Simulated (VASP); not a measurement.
Here is a VASP 6.6.1 calculation.

File INCAR:

```
PREC = Accurate
ENCUT = 520
EDIFF = 1E-6
ISMEAR = 0
SIGMA = 0.05
LREAL = False
LASPH = True
NELM = 150
ALGO = Normal
ISIF = 2
LWAVE = False
LCHARG = False
ISPIN = 2
MAGMOM = 0 0 0 2 0 0 0
LORBIT = 11
LDIPOL = True
IDIPOL = 3
DIPOL = 0.5 0.5 0.351
GGA = PE
NBANDS = 27
```

File KPOINTS:

```
regular mesh
0
Gamma
  9 9 1
```

Contents of POSCAR:

```
Si3C4
1.0
    3.0967390168      0.0000000000      0.0000000000
    0.0000000000      3.0967390168      0.0000000000
    0.0000000000      0.0000000000     20.9699133985
C Si
4 3
Direct
    0.0000000000      0.5000000000      0.1907494764
    0.5000000000      0.0000000000      0.2951717082
    0.0000000000      0.5000000000      0.3986724483
    0.5000000000      0.7500000000      0.5314048274
    0.5000000000      0.5000000000      0.2429605923
    0.0000000000      0.0000000000      0.3461922397
    0.5000000000      0.5000000000      0.4515952555
```

Potentials or basis: VASP PAW PBE potentials, release 64 (C, Si).

Command:

```sh
$ cat potpaw_PBE.64/C/POTCAR potpaw_PBE.64/Si/POTCAR > POTCAR
$ mpirun -np 1 vasp_std > vasp.out
```

Problem. Predict the site moments.

Solution. C -0.07, -0.01, +0.01, +0.10; Si -0.01, +0.00, -0.00 μB.

Problem. Estimate the net moment.

Solution. 0.06 μB per cell.

Problem. Predict the largest force.

Solution. 2.197 eV/Å.

Forces on the atoms (eV/Å):
```
C    0.000 -0.030  2.006
C    0.000 -0.026  0.151
C    0.000 -0.356  0.396
C    0.000  0.854 -0.033
Si   0.000  0.005 -2.197
Si   0.000  0.063  0.019
Si   0.000 -0.510 -0.342
```
